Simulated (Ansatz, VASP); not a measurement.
## One calculation of In4Ru, two programs

```
CELL_PARAMETERS angstrom
0.00000 4.02566 4.02566
4.02566 0.00000 4.02566
4.02566 4.02566 0.00000
ATOMIC_POSITIONS crystal
In 0.37501 0.37501 0.37501
In 0.37501 0.37501 0.87496
In 0.37501 0.87496 0.37501
In 0.87496 0.37501 0.37501
Ru 0.75000 0.75000 0.75000
```

Alike in both runs: functional PBE; k mesh 4 × 4 × 4; occupations gaussian, width 0.2 eV; no spin polarisation.

Ansatz relaxed the structure, and its values are those at the end. VASP's run is a single point on that final structure, the one shown.

|  | VASP | Ansatz |
| --- | --- | --- |
| version | VASP 6.6.1 | Ansatz 0.2.0 |
| potentials or method | VASP PAW PBE potentials, release 64 (In_d, Ru_pv), cutoff 520 eV | scalar-relativistic, plane waves, PAW |
| valence electrons in the cell | 66 | 68 |

```csv
,VASP,Ansatz,Ansatz less VASP
gap on the k mesh at the Fermi level (eV),0.31,0.31,0.000
least direct gap on the mesh (eV),0.35,0.35,0.000
pressure (GPa),0.2,0.2,+0.02
rms of the force components (eV/Å),0.029,0.030,+0.0006
```

VASP's potentials hold 66 valence electrons a cell and Ansatz's 68, so a difference there can come from the potentials and not from the codes.
